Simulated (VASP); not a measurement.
# V (Im-3m) in VASP: single point with PBEsol

Aim: the single point of V with PBEsol.

Program: VASP 6.6.1. These are calculated values, not measurements. Logs are shortened: lines on timing, memory, paths and dates and some standing lists are left out, and cuts for length are marked.

**1. The cell of the first run**

The structure is cubic, space group Im-3m (No. 229). Conventional cell: a = 3.029 Å, b = 3.029 Å, c = 3.029 Å, α = 90.00°, β = 90.00°, γ = 90.00°. Within 3.5 Å of V (site symmetry m-3m) lie 14 V at 2.62 to 3.03 Å.

**2. Single point, PBEsol, collinear spin, ferromagnetic start**

Input file INCAR:

```
PREC = Accurate
ENCUT = 520
EDIFF = 1E-7
ISMEAR = -1
SIGMA = 0.05
LREAL = False
LASPH = True
NELM = 150
ALGO = Normal
ISIF = 2
LWAVE = False
LCHARG = False
ISPIN = 2
MAGMOM = 1.5 1.5
LORBIT = 11
LMAXMIX = 4
GGA = PS
NBANDS = 24
```

Input file KPOINTS:

```
regular mesh
0
Gamma
  15 15 15
```

Input file POSCAR:

```
V
1.0
   -3.0287000000      3.0287000000      3.0287000000
    1.5143500000     -1.5143500000      1.5143500000
    1.5143500000      1.5143500000     -1.5143500000
V
2
Direct
    0.0000000000      0.0000000000      0.0000000000
    0.5000000000      0.0000000000      0.0000000000
```

Potentials or basis: VASP PAW PBE potentials, release 64 (V_sv).

On the command line:

```sh
$ cat potpaw_PBE.64/V_sv/POTCAR > POTCAR
$ mpirun -np 1 vasp_std > vasp.out
```

OUTCAR:

```text
PREC = Accurate
   ENCUT = 520
   EDIFF = 1E-7
   ISMEAR = -1
   LREAL = False
   LASPH = True
   NELM = 150
   ISIF = 2
   ISPIN = 2
   LORBIT = 11
   GGA = PS

 ion  position               nearest neighbor table
   1  0.000  0.000  0.000-   2 2.62   2 2.62   2 2.62   2 2.62
   2  0.500  0.000  0.000-   1 2.62   1 2.62   1 2.62   1 2.62

  LATTYP: Found a base centered orthorhombic cell.
 ALAT       =     3.0287000000
 B/A-ratio  =     1.4142135624
 C/A-ratio  =     1.4142135624

  Lattice vectors:

 A1 = (   1.5143500000,  -1.5143500000,   1.5143500000)
 A2 = (   1.5143500000,   1.5143500000,  -1.5143500000)
 A3 = (   0.0000000000,   3.0287000000,   3.0287000000)

Analysis of symmetry for initial positions (statically):
=====================================================================
 Subroutine PRICEL returns following result:

  LATTYP: Found a body centered cubic cell.
 ALAT       =     3.0287000000

  Lattice vectors:

 A1 = (  -1.5143500000,   1.5143500000,   1.5143500000)
 A2 = (   1.5143500000,  -1.5143500000,   1.5143500000)
 A3 = (   1.5143500000,   1.5143500000,  -1.5143500000)

   2 primitive cells build up your supercell.

 Routine SETGRP: Setting up the symmetry group for a
 base centered orthorhombic supercell.

 Subroutine GETGRP returns: Found  8 space group operations
 (whereof  8 operations were pure point group operations)
 out of a pool of  8 trial point group operations.

The static configuration has the point symmetry D_2h.

Analysis of symmetry for dynamics (positions and initial velocities):
=====================================================================
 Subroutine PRICEL returns following result:

  LATTYP: Found a body centered cubic cell.
 ALAT       =     3.0287000000

  Lattice vectors:

 A1 = (  -1.5143500000,   1.5143500000,   1.5143500000)
 A2 = (   1.5143500000,  -1.5143500000,   1.5143500000)
 A3 = (   1.5143500000,   1.5143500000,  -1.5143500000)

   2 primitive cells build up your supercell.

 Routine SETGRP: Setting up the symmetry group for a
 base centered orthorhombic supercell.

 Subroutine GETGRP returns: Found  8 space group operations
 (whereof  8 operations were pure point group operations)
 out of a pool of  8 trial point group operations.

The dynamic configuration has the point symmetry D_2h.

Analysis of structural, dynamic, and magnetic symmetry:
=====================================================================
 Subroutine PRICEL returns following result:

  LATTYP: Found a body centered cubic cell.
 ALAT       =     3.0287000000

  Lattice vectors:

 A1 = (  -1.5143500000,   1.5143500000,   1.5143500000)
 A2 = (   1.5143500000,  -1.5143500000,   1.5143500000)
 A3 = (   1.5143500000,   1.5143500000,  -1.5143500000)

   2 primitive cells build up your supercell.

 Routine SETGRP: Setting up the symmetry group for a
 base centered orthorhombic supercell.

 Subroutine GETGRP returns: Found  8 space group operations
 (whereof  8 operations were pure point group operations)
 out of a pool of  8 trial point group operations.

The overall configuration has the point symmetry D_2h.

 Subroutine INISYM returns: Found  8 space group operations
 (whereof  8 operations are pure point group operations),
 and found     2 'primitive' translations

----------------------------------------------------------------------------------------

                                     Primitive cell

  volume of cell :      13.8912

  direct lattice vectors                    reciprocal lattice vectors
    -1.514350000  1.514350000  1.514350000     0.000000000  0.330174662  0.330174662
     1.514350000 -1.514350000  1.514350000     0.330174662  0.000000000  0.330174662
     1.514350000  1.514350000 -1.514350000     0.330174662  0.330174662  0.000000000

  length of vectors
     2.622931140  2.622931140  2.622931140     0.466937486  0.466937486  0.466937486

  position of ions in fractional coordinates (direct lattice)
     0.000000000  0.000000000  0.000000000

  ion indices of the primitive-cell ions
   primitive index   ion index
                 1           1

----------------------------------------------------------------------------------------

 KPOINTS: regular mesh

Automatic generation of k-mesh.
 Grid dimensions read from file:
 generate k-points for:   15   15   15

 Generating k-lattice:

  Cartesian coordinates                     Fractional coordinates (reciprocal lattice)
     0.000000000  0.011005822  0.011005822     0.066666667  0.000000000  0.000000000
     0.022011644  0.000000000  0.022011644     0.000000000  0.066666667  0.000000000
     0.022011644  0.022011644  0.000000000     0.000000000  0.000000000  0.066666667

  Length of vectors
     0.015564583  0.031129166  0.031129166

  Shift w.r.t. Gamma in fractional coordinates (k-lattice)
     0.000000000  0.000000000  0.000000000

 Subroutine IBZKPT returns following result:
 ===========================================

 Found    512 irreducible k-points:

 Following reciprocal coordinates:
            Coordinates               Weight
  0.000000  0.000000  0.000000      1.000000
  0.066667  0.000000  0.000000      2.000000
  0.133333  0.000000  0.000000      2.000000
  0.200000  0.000000  0.000000      2.000000
  0.266667  0.000000  0.000000      2.000000
  0.333333  0.000000  0.000000      2.000000
[... 16 lines left out ...]
 -0.200000  0.133333 -0.000000      8.000000
 -0.133333  0.133333 -0.000000      4.000000
 [... further k-points ...]
   k-points           NKPTS =    512   k-points in BZ     NKDIM =    512   number of bands    NBANDS=     24
   number of dos      NEDOS =    301   number of ions     NIONS =      2
   total plane-waves  NPLWV =  16000
   dimension x,y,z NGX =    40 NGY =   20 NGZ =   20
   dimension x,y,z NGXF=    80 NGYF=   40 NGZF=   40
   ions per type =               2
   NGX,Y,Z   is equivalent  to a cutoff of  12.68, 12.68, 12.68 a.u.
   NGXF,Y,Z  is equivalent  to a cutoff of  25.35, 25.35, 25.35 a.u.
 SYSTEM =  unknown system
   PREC   = accura    normal or accurate (medium, high low for compatibility)
   ISTART =      0    job   : 0-new  1-cont  2-samecut
   ICHARG =      2    charge: 1-file 2-atom 10-const
   ISPIN  =      2    spin polarized calculation?
   LNONCOLLINEAR =      F non collinear calculations
   LSORBIT =      F    spin-orbit coupling
   LASPH  =      T    aspherical Exc in radial PAW
   ENCUT  =  520.0 eV  38.22 Ry    6.18 a.u.   9.75  4.88  4.88*2*pi/ulx,y,z
   NELM   =    150;   NELMIN=  2; NELMDL= -5     # of ELM steps
   EDIFF  = 0.1E-06   stopping-criterion for ELM
   LREAL  =      F    real-space projection
   EDIFFG = 0.1E-05   stopping-criterion for IOM
   NSW    =      0    number of steps for IOM
   IBRION =     -1    ionic relax: 0-MD 1-quasi-New 2-CG
   NFREE  =      0    steps in history (QN), initial steepest desc. (CG)
   ISIF   =      2    stress and relaxation
   ISYM   =      2    0-nonsym 1-usesym 2-fastsym
   POTIM  = 0.5000    time-step for ionic-motion
   TEBEG  =    0.0;   TEEND  =   0.0 temperature during run
   PSTRESS=    0.0 pullay stress
   NELECT =      26.0000    total number of electrons
   NUPDOWN=      -1.0000    fix difference up-down
   EMIN   =  10.00;   EMAX   =-10.00  energy-range for DOS
   EFERMI =   0.00;   METHOD = LEGACY
   ISMEAR =    -1;   SIGMA  =   0.05  broadening in eV -4-tet -1-fermi 0-gaus
   EFERMI_NEDOS =   21; number of points for ismear=-14 and -15
   IALGO  =     38    algorithm
   IMIX   =      4    mixing-type and parameters
     AMIX     =   0.40;   BMIX     =  1.00
     AMIX_MAG =   1.60;   BMIX_MAG =  1.00
  volume/ion in A,a.u.               =      13.89        93.74
  Fermi-wavevector in a.u.,A,eV,Ry     =   1.601313  3.026044 34.888125  2.564205
  Thomas-Fermi vector in A             =   2.698311
   LORBIT       =     11    0 simple, 1 ext, 2 COOP (PROOUT), +10 PAW based schemes
   GGA     = PS    functional components
   LHFCALC =     F    Hartree Fock is set to
   AEXX    =    0.0000 exact exchange contribution
   IVDW    =     0    specifies the selected vdW correction
   LEPSILON=     F    determine dielectric tensor
   LRPA    =     F    only Hartree local field effects (RPA)
 spin polarized calculation
  energy-cutoff  :      520.00
  volume of cell :       27.78
 maximum number of plane-waves:       762
   NGX = 19   NGY =  9   NGZ =  9

 number of electron      25.9999993 magnetization       0.0002701

 Free energy of the ion-electron system (eV)
  ---------------------------------------------------
  ext. energy  EPLUGINS =         0.00000000
  ---------------------------------------------------
  free energy    TOTEN  =       -19.21243687 eV

  energy without entropy =      -19.18359164  energy(sigma->0) =      -19.19801425

 E-fermi :   9.1899     XC(G=0): -12.8893

 val. band max:        9.1828636780   @ k =   0.4667  -0.2667   0.1333
 cond. band min:       9.1899648765   @ k =   0.2000   0.3333   0.1333
 fundamental gap:      0.0071011986
 Fermi energy:         9.1899134462

 spin component 1

 k-point     1 :       0.0000    0.0000    0.0000
  band No.  band energies     occupation
      1     -54.3275      1.00000
      2     -54.1492      1.00000
      3     -28.6015      1.00000
      4     -28.0362      1.00000
      5     -27.7830      1.00000
      6     -27.7773      1.00000
[... 637 lines left out ...]
     23      27.1695      0.00000
     24      28.4838      0.00000

 [... further k-points ...]

 spin component 2

 k-point     1 :       0.0000    0.0000    0.0000
  band No.  band energies     occupation
      1     -54.3274      1.00000
      2     -54.1491      1.00000
      3     -28.6014      1.00000
      4     -28.0361      1.00000
      5     -27.7829      1.00000
      6     -27.7772      1.00000
[... 637 lines left out ...]
     23      27.1696      0.00000
     24      28.4839      0.00000

 [... further k-points ...]

------------------------ aborting loop because EDIFF is reached ----------------------------------------

  FORCE on cell =-STRESS in cart. coord.  units (eV):
  Direction    XX          YY          ZZ          XY          YZ          ZX
  --------------------------------------------------------------------------------------
  -------------------------------------------------------------------------------------
  Total       -2.0875608     -2.0704161     -2.0704161      0.0000000      0.0179684      0.0000000
  in kB     -120.3873763   -119.3986562   -119.3986562      0.0000000      1.0362165      0.0000000
  external PRESSURE =    -119.7282295 kB  Pullay stress =       0.0000000 kB

 VOLUME and BASIS-vectors are now :
 -----------------------------------------------------------------------------
  energy-cutoff  :      520.00
  volume of cell :       27.78
      direct lattice vectors                 reciprocal lattice vectors
    -3.028700000  3.028700000  3.028700000     0.000000000  0.165087331  0.165087331
     1.514350000 -1.514350000  1.514350000     0.330174662  0.000000000  0.330174662
     1.514350000  1.514350000 -1.514350000     0.330174662  0.330174662  0.000000000

 POSITION                                       TOTAL-FORCE (eV/Angst)
 -----------------------------------------------------------------------------------
      0.00000      0.00000      0.00000        -0.000000      0.000000      0.000000
     -1.51435      1.51435      1.51435         0.000000     -0.000000     -0.000000
 -----------------------------------------------------------------------------------
    total drift:                               -0.000000     -0.000000      0.000000

  FREE ENERGIE OF THE ION-ELECTRON SYSTEM (eV)
  ---------------------------------------------------
  free  energy   TOTEN  =       -19.2124368677 eV

  energy  without entropy=      -19.1835916397  energy(sigma->0) =      -19.19801425

 total charge

# of ion       s       p       d       tot
------------------------------------------
    1        2.334   6.213   3.058  11.605
    2        2.334   6.213   3.058  11.605
--------------------------------------------------
tot          4.668  12.427   6.116  23.211

 magnetization (x)

# of ion       s       p       d       tot
------------------------------------------
    1        0.000   0.000   0.000   0.000
    2        0.000   0.000   0.000   0.000
--------------------------------------------------
tot          0.000   0.000   0.000   0.000
```

It took 12 min on 1 thread of Oxide Virtual Turin-like, shared host; peak memory 0.47 GiB.

What came out:

- Free energy: -19.2124 eV
- Pressure: -12.0 GPa
- Band gap on the k mesh: zero (filled and empty bands overlap)
- Net moment: 0.00 μB per cell
- Valence electrons inside the program's atomic spheres: V 11.61

Stress tensor (GPa, compression positive):
```
-12.04   0.00   0.00
  0.00 -11.94   0.10
  0.00   0.10 -11.94
```

Caveat: the cell stands under tension; the PAW data sets were made with another functional, which shifts forces and pressure a little.
